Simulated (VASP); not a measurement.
Here is a VASP 6.6.1 calculation.

File INCAR:

```
PREC = Accurate
ENCUT = 600
EDIFF = 1E-6
ISMEAR = -1
SIGMA = 0.05
LREAL = F
LASPH = T
NELM = 80
ALGO = Normal
ISIF = 3
LWAVE = F
LCHARG = F
GGA = PE
IBRION = 2
NSW = 60
EDIFFG = -0.005
PSTRESS = 500.0
```

Contents of KPOINTS:

```
regular mesh
0
Gamma
  12 12 12
```

File POSCAR:

```
CdSe
1.0
    0.0000000000      2.6245135744      2.6245135744
    2.6245135744      0.0000000000      2.6245135744
    2.6245135744      2.6245135744      0.0000000000
Cd Se
1 1
Direct
    0.0000000000      0.0000000000      0.0000000000
    0.2500000000      0.2500000000      0.2500000000
```

Potentials or basis: VASP PAW PBE potentials, release 64 (Cd, Se).

Launch:

```bash
$ cat potpaw_PBE.64/Cd/POTCAR potpaw_PBE.64/Se/POTCAR > POTCAR
$ mpirun -np 1 vasp_std > vasp.out
```

(1) Estimate the relaxed cell.

(2) What does it give for the band gap on the k mesh?

(3) Predict the relaxed volume.

## Answers

(1) a = 3.817 Å, b = 3.817 Å, c = 3.817 Å, α = 60.00°, β = 60.00°, γ = 60.00°.

(2) 1.27 eV.

(3) 19.67 Å³/atom.

Caveat: the cell is relaxed towards a set pressure, so the run minimises the enthalpy, not the energy.
